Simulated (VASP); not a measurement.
# ZnO (P6_3mc) in VASP: dielectric tensor with PBEsol

Aim: the dielectric tensor of ZnO with PBEsol.

Program: VASP 6.6.1. These are calculated values, not measurements. Logs are shortened: lines on timing, memory, paths and dates and some standing lists are left out, and cuts for length are marked.

## 1. The cell of the first run

The structure is hexagonal, space group P6_3mc (No. 186). Conventional cell: a = 3.249 Å, b = 3.249 Å, c = 5.206 Å, α = 90.00°, β = 90.00°, γ = 120.00°. Zn (site symmetry 3m) has 4 O at 1.97 to 1.98 Å within 2.6 Å. O (site symmetry 3m) has 4 Zn at 1.97 to 1.98 Å within 2.6 Å.

## 2. Dielectric tensor, PBEsol

INCAR

```
  PREC = Accurate
  ENCUT = 520
  EDIFF = 1E-8
  ISMEAR = 0
  SIGMA = 0.01
  LREAL = F
  LASPH = T
  NELM = 120
  ALGO = Normal
  ISIF = 2
  LWAVE = F
  LCHARG = F
  GGA = PS
  LEPSILON = T
  GGA_COMPAT = F
```

KPOINTS

```
Automatic mesh
0
Gamma
  12 12 4
```

POSCAR

```
ZnO
1.0
    3.2493100000      0.0000000000      0.0000000000
   -1.6246500000      2.8139800000      0.0000000000
    0.0000000000      0.0000000000      5.2057100000
Zn O
2 2
Direct
    0.3333333333      0.6666666667      0.5000000000
    0.6666666667      0.3333333333      0.0000000000
    0.6666666667      0.3333333333      0.3790100000
    0.3333333333      0.6666666667      0.8790100000
```

Potentials or basis: VASP PAW PBE potentials, release 64 (Zn, O).

Started as:

```bash
$ cat potpaw_PBE.64/Zn/POTCAR potpaw_PBE.64/O/POTCAR > POTCAR
$ mpirun -np 1 vasp_std > vasp.out
```

OUTCAR:

```text
PREC = Accurate
   ENCUT = 520
   EDIFF = 1E-8
   ISMEAR = 0
   LREAL = F
   LASPH = T
   NELM = 120
   ISIF = 2
   GGA = PS
   LEPSILON = T

 ion  position               nearest neighbor table
   1  0.333  0.667  0.500-   4 1.97   3 1.98   3 1.98   3 1.98
   2  0.667  0.333  0.000-   3 1.97   4 1.98   4 1.98   4 1.98
   3  0.667  0.333  0.379-   2 1.97   1 1.98   1 1.98   1 1.98
   4  0.333  0.667  0.879-   1 1.97   2 1.98   2 1.98   2 1.98

  LATTYP: Found a hexagonal cell.
 ALAT       =     3.2493100000
 C/A-ratio  =     1.6020970606

  Lattice vectors:

 A1 = (   3.2493100000,   0.0000000000,   0.0000000000)
 A2 = (  -1.6246500000,   2.8139800000,   0.0000000000)
 A3 = (   0.0000000000,   0.0000000000,   5.2057100000)

Analysis of symmetry for initial positions (statically):
=====================================================================
 Subroutine PRICEL returns:
 Original cell was already a primitive cell.

 Routine SETGRP: Setting up the symmetry group for a
 hexagonal supercell.

 Subroutine GETGRP returns: Found 12 space group operations
 (whereof  6 operations were pure point group operations)
 out of a pool of 24 trial point group operations.

The static configuration has the point symmetry C_3v.
 The point group associated with its full space group is C_6v.

Analysis of symmetry for dynamics (positions and initial velocities):
=====================================================================
 Subroutine PRICEL returns:
 Original cell was already a primitive cell.

 Routine SETGRP: Setting up the symmetry group for a
 hexagonal supercell.

 Subroutine GETGRP returns: Found 12 space group operations
 (whereof  6 operations were pure point group operations)
 out of a pool of 24 trial point group operations.

The dynamic configuration has the point symmetry C_3v.
 The point group associated with its full space group is C_6v.

 Subroutine INISYM returns: Found 12 space group operations
 (whereof  6 operations are pure point group operations),
 and found     1 'primitive' translations

----------------------------------------------------------------------------------------

                                     Primitive cell

  volume of cell :      47.5984

  direct lattice vectors                    reciprocal lattice vectors
     3.249310000  0.000000000  0.000000000     0.307757647  0.177683730  0.000000000
    -1.624650000  2.813980000  0.000000000     0.000000000  0.355368553  0.000000000
     0.000000000  0.000000000  5.205710000     0.000000000  0.000000000  0.192096755

  length of vectors
     3.249310000  3.249303166  5.205710000     0.355367805  0.355368553  0.192096755

  position of ions in fractional coordinates (direct lattice)
     0.333333333  0.666666667  0.500000000
     0.666666667  0.333333333  0.000000000
     0.666666667  0.333333333  0.379010000
     0.333333333  0.666666667  0.879010000

  ion indices of the primitive-cell ions
   primitive index   ion index
                 1           1
                 2           2
                 3           3
                 4           4

----------------------------------------------------------------------------------------

 KPOINTS: Automatic mesh

Automatic generation of k-mesh.
 Grid dimensions read from file:
 generate k-points for:   12   12    4

 Generating k-lattice:

  Cartesian coordinates                     Fractional coordinates (reciprocal lattice)
     0.025646471  0.014806977  0.000000000     0.083333333  0.000000000  0.000000000
     0.000000000  0.029614046  0.000000000     0.000000000  0.083333333  0.000000000
     0.000000000  0.000000000  0.048024189     0.000000000  0.000000000  0.250000000

  Length of vectors
     0.029613984  0.029614046  0.048024189

[... 81 lines left out ...]
   IVDW    =     0    specifies the selected vdW correction
   LEPSILON=     T    determine dielectric tensor
   LRPA    =     F    only Hartree local field effects (RPA)
 non-spin polarized calculation
 Gauss-broadening in eV      SIGMA  =   0.01
  energy-cutoff  :      520.00
  volume of cell :       47.60
 maximum number of plane-waves:      1302
   NGX = 13   NGY = 13   NGZ = 19

--------------------------------------- Ionic step        1  -------------------------------------------

 number of electron      36.0000019 magnetization

 E-fermi :   1.1218     XC(G=0): -11.1856

 val. band max:        1.0455929350   @ k =   0.0000   0.0000   0.0000
 cond. band min:       1.7316295477   @ k =   0.0000   0.0000   0.0000
 fundamental gap:      0.6860366128
 Fermi energy:         1.1218266475

 k-point     1 :       0.0000    0.0000    0.0000
  band No.  band energies     occupation
      1     -16.9923      2.00000
      2     -16.2408      2.00000
      3      -4.6596      2.00000
      4      -4.6596      2.00000
      5      -4.6590      2.00000
      6      -4.6199      2.00000
[... 589 lines left out ...]
     21       9.4355      0.00000
     22       9.8309      0.00000

 [... further k-points ...]

  FORCE on cell =-STRESS in cart. coord.  units (eV):
  Direction    XX          YY          ZZ          XY          YZ          ZX
  --------------------------------------------------------------------------------------
  -------------------------------------------------------------------------------------
  Total       -0.3170501     -0.3170489      0.1959343     -0.0000006      0.0000000      0.0000000
  in kB      -10.6720123    -10.6719743      6.5952158     -0.0000190      0.0000000      0.0000000
  external PRESSURE =      -4.9162569 kB  Pullay stress =       0.0000000 kB

 VOLUME and BASIS-vectors are now :
 -----------------------------------------------------------------------------
  energy-cutoff  :      520.00
  volume of cell :       47.60
      direct lattice vectors                 reciprocal lattice vectors
     3.249310000  0.000000000  0.000000000     0.307757647  0.177683730  0.000000000
    -1.624650000  2.813980000  0.000000000     0.000000000  0.355368553  0.000000000
     0.000000000  0.000000000  5.205710000     0.000000000  0.000000000  0.192096755

 POSITION                                       TOTAL-FORCE (eV/Angst)
 -----------------------------------------------------------------------------------
      0.00000      1.87599      2.60285        -0.000000      0.000000     -0.065665
      1.62466      0.93799      0.00000         0.000000     -0.000000     -0.065665
      1.62466      0.93799      1.97302         0.000000     -0.000000      0.065665
      0.00000      1.87599      4.57587        -0.000000      0.000000      0.065665
 -----------------------------------------------------------------------------------
    total drift:                               -0.000000     -0.000000     -0.000720

  FREE ENERGIE OF THE ION-ELECTRON SYSTEM (eV)
  ---------------------------------------------------
  free  energy   TOTEN  =       -19.4102559279 eV

  energy  without entropy=      -19.4102559279  energy(sigma->0) =      -19.41025593

 HEAD OF MICROSCOPIC STATIC DIELECTRIC TENSOR (INDEPENDENT PARTICLE, excluding Hartree and local field effects)
 ------------------------------------------------------
           6.331135     0.000011     0.000000
           0.000011     6.331112    -0.000000
           0.000000     0.000000     6.412870
 ------------------------------------------------------

 Free energy of the ion-electron system (eV)
  ---------------------------------------------------
  ---------------------------------------------------
  free energy    TOTEN  =        -0.71378793 eV

  energy without entropy =       -0.71378793

------------------------ aborting loop because EDIFF is reached ----------------------------------------

--------------------------------------- Ionic step        2  -------------------------------------------

------------------------ aborting loop because EDIFF is reached ----------------------------------------

--------------------------------------- Ionic step        3  -------------------------------------------

 Free energy of the ion-electron system (eV)
  ---------------------------------------------------
  ---------------------------------------------------
  free energy    TOTEN  =        -0.72632947 eV

  energy without entropy =       -0.72632947

------------------------ aborting loop because EDIFF is reached ----------------------------------------

 PIEZOELECTRIC TENSOR FIELD DIRECTION 3  (e Angst)
 -----------------------------------------------------------------------------
     1.14574  0.00000  0.00000           (  0.04388  0.00000  0.00000)
     0.00000  1.14573  0.00000           (  0.00000  0.04388  0.00000)
     0.00000  0.00000 -2.32205           (  0.00000  0.00000 -0.11905)

 PIEZOELECTRIC TENSOR FIELD DIRECTION 3  (C/m^2)
 -----------------------------------------------------------------------------
     0.38566  0.00000  0.00000
     0.00000  0.38566  0.00000
     0.00000  0.00000 -0.78161

 MACROSCOPIC STATIC DIELECTRIC TENSOR (including local field effects in DFT)
 ------------------------------------------------------
           6.197117     0.000011     0.000000
           0.000011     6.197094     0.000000
           0.000000     0.000000     6.295260
 ------------------------------------------------------

 PIEZOELECTRIC TENSOR (including local field effects)  for field in x, y, z        (e  Angst)
          XX          YY          ZZ          XY          YZ          ZX
  --------------------------------------------------------------------------------
  x     0.00000     0.00000     0.00000    -0.00000     0.00000     1.21486
  y     0.00000     0.00000    -0.00000     0.00000     1.21485     0.00000
  z     1.14574     1.14573    -2.32205     0.00000     0.00000     0.00000

 PIEZOELECTRIC TENSOR (including local field effects)  for field in x, y, z        (C/m^2)
          XX          YY          ZZ          XY          YZ          ZX
  --------------------------------------------------------------------------------
  x     0.00000     0.00000     0.00000    -0.00000     0.00000     0.40892
  y     0.00000     0.00000    -0.00000     0.00000     0.40892     0.00000
  z     0.38566     0.38566    -0.78161     0.00000     0.00000     0.00000

 BORN EFFECTIVE CHARGES (including local field effects) (in |e|, cummulative output)
 ---------------------------------------------------------------------------------
 ion    1
    1     2.13356     0.00000     0.00000
    2     0.00000     2.13356     0.00000
    3     0.00000     0.00000     2.19714
 ion    2
    1     2.13356     0.00000     0.00000
    2     0.00000     2.13356    -0.00000
    3    -0.00000     0.00000     2.19714
 ion    3
    1    -2.13356    -0.00000     0.00000
    2    -0.00000    -2.13356    -0.00000
    3     0.00000     0.00000    -2.19714
 ion    4
    1    -2.13356    -0.00000     0.00000
    2    -0.00000    -2.13356     0.00000
    3     0.00000     0.00000    -2.19714
```

Wall time 5 min (1 thread of AMD EPYC 9R45 (Zen 5), shared host); peak memory 0.44 GiB.

What came out:

- Band gap on the k mesh: 0.69 eV
- Electronic dielectric tensor (diagonal): 6.20, 6.20, 6.30
- Born charges (mean of the diagonal): Zn +2.15; O -2.15 e

Electronic dielectric tensor:
```
6.20 0.00 0.00
0.00 6.20 0.00
0.00 0.00 6.30
```

Born effective charge tensors (e):
atom 1, Zn
```
2.13 0.00 0.00
0.00 2.13 0.00
0.00 0.00 2.20
```
atom 2, Zn
```
2.13 0.00 0.00
0.00 2.13 0.00
0.00 0.00 2.20
```
atom 3, O
```
-2.13  0.00  0.00
 0.00 -2.13  0.00
 0.00  0.00 -2.20
```
atom 4, O
```
-2.13  0.00  0.00
 0.00 -2.13  0.00
 0.00  0.00 -2.20
```

Caveat: the gap is small at this level, which inflates the dielectric constant; semilocal functionals underestimate gaps, and a narrow one can read as zero; the PAW data sets were made with another functional, which shifts forces and pressure a little.
